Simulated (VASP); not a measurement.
# SiO2 (Stishovite) (P4_2/mnm) in VASP: notebook, part 2 of 3

VASP 6.6.1. The steps go on from the part before.

**4. Single point, PBE**

This run uses another cell than the first one, of 8.04 Å³/atom, 1.050 times its volume.

INCAR

```
ALGO = Normal ; EDIFF = 1E-6
ENCUT = 520 ; GGA = PE
ISIF = 2 ; ISMEAR = -1
LASPH = T ; LCHARG = F
LREAL = F ; LWAVE = F
NBANDS = 25 ; NELM = 80
PREC = Accurate ; SIGMA = 0.02
```

KPOINTS

```
k-points
0
Gamma
  6 6 10
```

POSCAR

```
SiO2
1.0
    4.2356701191      0.0000000000      0.0000000000
    0.0000000000      4.2356701191      0.0000000000
    0.0000000000      0.0000000000      2.6899301563
Si O
2 4
Direct
    0.0000000000      0.0000000000      0.0000000000
    0.5000000000      0.5000000000      0.5000000000
    0.3069772432      0.3069772432      0.0000000000
    0.1930227568      0.8069772432      0.5000000000
    0.6930227568      0.6930227568      0.0000000000
    0.8069772432      0.1930227568      0.5000000000
```

Potentials or basis: VASP PAW PBE potentials, release 64 (Si, O).

The run is started by

```sh
cat potpaw_PBE.64/Si/POTCAR potpaw_PBE.64/O/POTCAR > POTCAR
mpirun -np 1 vasp_std > vasp.out
```

OUTCAR:

```text
EDIFF = 1E-6
   ENCUT = 520
   GGA = PE
   ISIF = 2
   ISMEAR = -1
   LASPH = T
   LREAL = F
   NELM = 80
   PREC = Accurate

 ion  position               nearest neighbor table
   1  0.000  0.000  0.000-   4 1.77   6 1.77   4 1.77   6 1.77   5 1.84   3 1.84
   2  0.500  0.500  0.500-   3 1.77   5 1.77   3 1.77   5 1.77   4 1.84   6 1.84
   3  0.307  0.307  0.000-   2 1.77   2 1.77   1 1.84
   4  0.193  0.807  0.500-   1 1.77   1 1.77   2 1.84
   5  0.693  0.693  0.000-   2 1.77   2 1.77   1 1.84
   6  0.807  0.193  0.500-   1 1.77   1 1.77   2 1.84

  LATTYP: Found a simple tetragonal cell.
 ALAT       =     4.2356701191
 C/A-ratio  =     0.6350660180

  Lattice vectors:

 A1 = (   4.2356701191,   0.0000000000,   0.0000000000)
 A2 = (   0.0000000000,   4.2356701191,   0.0000000000)
 A3 = (   0.0000000000,   0.0000000000,   2.6899301563)

Analysis of symmetry for initial positions (statically):
=====================================================================
[... 183 lines left out ...]

 val. band max:        7.7367437232   @ k =   0.0000   0.0000   0.0000
 cond. band min:      12.7687781120   @ k =   0.0000   0.0000   0.0000
 fundamental gap:      5.0320343888
 Fermi energy:         8.1662934257

 k-point     1 :       0.0000    0.0000    0.0000
  band No.  band energies     occupation
      1     -14.4785      2.00000
      2     -11.0163      2.00000
      3     -11.0163      2.00000
      4     -10.8590      2.00000
      5      -2.8719      2.00000
      6       1.5012      2.00000
[... 661 lines left out ...]
     24      20.2197      0.00000
     25      21.6577      0.00000

 [... further k-points ...]

------------------------ aborting loop because EDIFF is reached ----------------------------------------

  FORCE on cell =-STRESS in cart. coord.  units (eV):
  Direction    XX          YY          ZZ          XY          YZ          ZX
  --------------------------------------------------------------------------------------
  -------------------------------------------------------------------------------------
  Total        0.0064480      0.0064480      0.2205480      0.0000000      0.0000000      0.0000000
  in kB        0.2140686      0.2140686      7.3219773      0.0000000      0.0000000      0.0000000
  external PRESSURE =       2.5833715 kB  Pullay stress =       0.0000000 kB

 VOLUME and BASIS-vectors are now :
 -----------------------------------------------------------------------------
  energy-cutoff  :      520.00
  volume of cell :       48.26
      direct lattice vectors                 reciprocal lattice vectors
     4.235670119  0.000000000  0.000000000     0.236090151  0.000000000  0.000000000
     0.000000000  4.235670119  0.000000000     0.000000000  0.236090151  0.000000000
     0.000000000  0.000000000  2.689930156     0.000000000  0.000000000  0.371756864

 POSITION                                       TOTAL-FORCE (eV/Angst)
 -----------------------------------------------------------------------------------
      0.00000      0.00000      0.00000         0.000000      0.000000     -0.000000
      2.11784      2.11784      1.34497         0.000000      0.000000     -0.000000
      1.30025      1.30025      0.00000        -0.013640     -0.013640      0.000000
      0.81758      3.41809      1.34497         0.013640     -0.013640     -0.000000
      2.93542      2.93542      0.00000         0.013640      0.013640     -0.000000
      3.41809      0.81758      1.34497        -0.013640      0.013640     -0.000000
 -----------------------------------------------------------------------------------
    total drift:                                0.000000     -0.000000     -0.000000

  FREE ENERGIE OF THE ION-ELECTRON SYSTEM (eV)
  ---------------------------------------------------
  free  energy   TOTEN  =       -46.3168355568 eV

  energy  without entropy=      -46.3168355568  energy(sigma->0) =      -46.31683556
```

OSZICAR:

```text
N       E                     dE             d eps       ncg     rms          rms(c)
DAV:   1     0.132821984026E+03    0.13282E+03   -0.17558E+04  3048   0.123E+03
DAV:   2    -0.441047811325E+02   -0.17693E+03   -0.16986E+03  3755   0.275E+02
DAV:   3    -0.508482114373E+02   -0.67434E+01   -0.67141E+01  3996   0.517E+01
DAV:   4    -0.508926487301E+02   -0.44437E-01   -0.44419E-01  3490   0.485E+00
DAV:   5    -0.508930265209E+02   -0.37779E-03   -0.37771E-03  4004   0.422E-01    0.170E+01
DAV:   6    -0.462476719920E+02    0.46454E+01   -0.13191E+01  3752   0.243E+01    0.769E+00
DAV:   7    -0.462969048086E+02   -0.49233E-01   -0.76227E-01  3799   0.496E+00    0.287E+00
DAV:   8    -0.463100429842E+02   -0.13138E-01   -0.26456E-02  3768   0.140E+00    0.108E+00
DAV:   9    -0.463166449135E+02   -0.66019E-02   -0.97931E-03  3821   0.830E-01    0.261E-01
DAV:  10    -0.463168581826E+02   -0.21327E-03   -0.55767E-04  3784   0.167E-01    0.468E-02
DAV:  11    -0.463168343374E+02    0.23845E-04   -0.92853E-05  3876   0.694E-02    0.940E-03
DAV:  12    -0.463168354239E+02   -0.10865E-05   -0.62348E-06  3697   0.175E-02    0.354E-03
DAV:  13    -0.463168355568E+02   -0.13289E-06   -0.61600E-07  2649   0.575E-03
   1 F= -.46316836E+02 E0= -.46316836E+02  d E =-.118737E-11
```

Wall time 19 s (1 thread of Intel Xeon 6975P-C (Granite Rapids), shared host); peak memory 0.18 GiB.

Results:

```
Free energy            : -46.3168 eV
Pressure               : 0.3 GPa
Largest force          : 0.019 eV/Å
Band gap on the k mesh : 5.03 eV, direct
```

Forces on the atoms (eV/Å):
```
Si   0.000  0.000  0.000
Si   0.000  0.000  0.000
O   -0.014 -0.014  0.000
O    0.014 -0.014  0.000
O    0.014  0.014  0.000
O   -0.014  0.014  0.000
```

Stress tensor (GPa, compression positive):
```
0.02 0.00 0.00
0.00 0.02 0.00
0.00 0.00 0.73
```

Levels at points of the mesh, in eV from the valence-band top:
```csv
k point,band 13,band 14,band 15,band 16,band 17,band 18,band 19,band 20
"(0.00, 0.00, 0.00)",-2.50,-0.85,-0.85,0.00,5.03,6.61,8.30,8.30
"(0.50, 0.00, 0.00)",-2.61,-2.61,-1.04,-1.04,7.30,7.30,8.89,8.89
"(0.50, 0.50, 0.00)",-2.53,-2.53,-2.17,-2.17,7.02,7.02,9.78,9.78
"(0.00, 0.00, 0.50)",-2.87,-2.87,-2.56,-2.56,8.63,8.63,12.20,12.20
"(0.50, 0.00, 0.50)",-2.21,-2.21,-1.67,-1.67,8.43,8.43,9.43,9.43
"(0.50, 0.50, 0.50)",-1.73,-1.73,-1.47,-1.47,6.81,6.81,10.69,10.69
```

**5. Single point, r2SCAN**

This run uses another cell than the first one, of 7.79 Å³/atom, 1.017 times its volume.

POSCAR

```
SiO2
1.0
    4.1847325173      0.0000000000      0.0000000000
    0.0000000000      4.1847325173      0.0000000000
    0.0000000000      0.0000000000      2.6685159760
Si O
2 4
Direct
    0.0000000000      0.0000000000      0.0000000000
    0.5000000000      0.5000000000      0.5000000000
    0.3061014281      0.3061014281      0.0000000000
    0.1938985719      0.8061014281      0.5000000000
    0.6938985719      0.6938985719      0.0000000000
    0.8061014281      0.1938985719      0.5000000000
```

INCAR.step1

```
SYSTEM = SiO2
  ALGO = Normal
  EDIFF = 1E-4
  ENCUT = 520
  GGA = PE
  ISMEAR = -1
  LASPH = .TRUE.
  LCHARG = .FALSE.
  LREAL = .FALSE.
  LWAVE = .TRUE.
  NBANDS = 25
  NELM = 100
  PREC = Accurate
  SIGMA = 0.02
```

INCAR.step2

```
SYSTEM = SiO2
  ALGO = Normal
  EDIFF = 1E-6
  ENCUT = 520
  ISIF = 2
  ISMEAR = -1
  ISTART = 1
  LASPH = .TRUE.
  LCHARG = .FALSE.
  LMIXTAU = .TRUE.
  LREAL = .FALSE.
  LWAVE = .FALSE.
  METAGGA = R2SCAN
  NBANDS = 25
  NELM = 100
  PREC = Accurate
  SIGMA = 0.02
```

KPOINTS

```
k-points
0
G
  6 6 10
  0 0 0
```

Potentials or basis: VASP PAW PBE potentials, release 64 (Si, O).

The run is started by

```sh
cat potpaw_PBE.64/Si/POTCAR potpaw_PBE.64/O/POTCAR > POTCAR
cp INCAR.step1 INCAR
mpirun -np 1 vasp_std > vasp.out
cp INCAR.step2 INCAR
mpirun -np 1 vasp_std > vasp.out
```

OUTCAR:

```text
SYSTEM = SiO2
   EDIFF = 1E-6
   ENCUT = 520
   ISIF = 2
   ISMEAR = -1
   ISTART = 1
   LASPH = .TRUE.
   LREAL = .FALSE.
   METAGGA = R2SCAN
   NELM = 100
   PREC = Accurate

 ion  position               nearest neighbor table
   1  0.000  0.000  0.000-   4 1.76   6 1.76   4 1.76   6 1.76   5 1.81   3 1.81
   2  0.500  0.500  0.500-   3 1.76   5 1.76   3 1.76   5 1.76   4 1.81   6 1.81
   3  0.306  0.306  0.000-   2 1.76   2 1.76   1 1.81
   4  0.194  0.806  0.500-   1 1.76   1 1.76   2 1.81
   5  0.694  0.694  0.000-   2 1.76   2 1.76   1 1.81
   6  0.806  0.194  0.500-   1 1.76   1 1.76   2 1.81

  LATTYP: Found a simple tetragonal cell.
 ALAT       =     4.1847325173
[... 879 lines left out ...]
  Total        0.0579700      0.0579700      0.3285966      0.0000000      0.0000000      0.0000000
  in kB        1.9875054      1.9875054     11.2659648      0.0000000      0.0000000      0.0000000
  external PRESSURE =       5.0803252 kB  Pullay stress =       0.0000000 kB

 VOLUME and BASIS-vectors are now :
 -----------------------------------------------------------------------------
  energy-cutoff  :      520.00
  volume of cell :       46.73
      direct lattice vectors                 reciprocal lattice vectors
     4.184732517  0.000000000  0.000000000     0.238963899  0.000000000  0.000000000
     0.000000000  4.184732517  0.000000000     0.000000000  0.238963899  0.000000000
     0.000000000  0.000000000  2.668515976     0.000000000  0.000000000  0.374740121

 POSITION                                       TOTAL-FORCE (eV/Angst)
 -----------------------------------------------------------------------------------
      0.00000      0.00000      0.00000        -0.000000      0.000000     -0.000000
      2.09237      2.09237      1.33426        -0.000000      0.000000     -0.000000
      1.28095      1.28095      0.00000        -0.016830     -0.016830      0.000000
      0.81141      3.37332      1.33426         0.016830     -0.016830      0.000000
      2.90378      2.90378      0.00000         0.016830      0.016830     -0.000000
      3.37332      0.81141      1.33426        -0.016830      0.016830     -0.000000
 -----------------------------------------------------------------------------------
    total drift:                                0.000000      0.000000      0.000000

  FREE ENERGIE OF THE ION-ELECTRON SYSTEM (eV)
  ---------------------------------------------------
  free  energy   TOTEN  =       -58.7855813972 eV

  energy  without entropy=      -58.7855813972  energy(sigma->0) =      -58.78558140
```

It took 60 s on 1 thread of Intel Xeon 6975P-C (Granite Rapids), shared host; peak memory 0.18 GiB.

Results:

| Quantity | Value |
| --- | --- |
| Free energy | -58.7856 eV |
| Pressure | 0.5 GPa |
| Largest force | 0.024 eV/Å |
| Band gap on the k mesh | 6.52 eV, direct |

Forces on the atoms (eV/Å):
```
Si   0.000  0.000  0.000
Si   0.000  0.000  0.000
O   -0.017 -0.017  0.000
O    0.017 -0.017  0.000
O    0.017  0.017  0.000
O   -0.017  0.017  0.000
```

Stress tensor (GPa, compression positive):
```
0.20 0.00 0.00
0.00 0.20 0.00
0.00 0.00 1.13
```

Caveat: the PAW data sets were made with another functional, which shifts forces and pressure a little.

(Continued in part 3 of 3.)
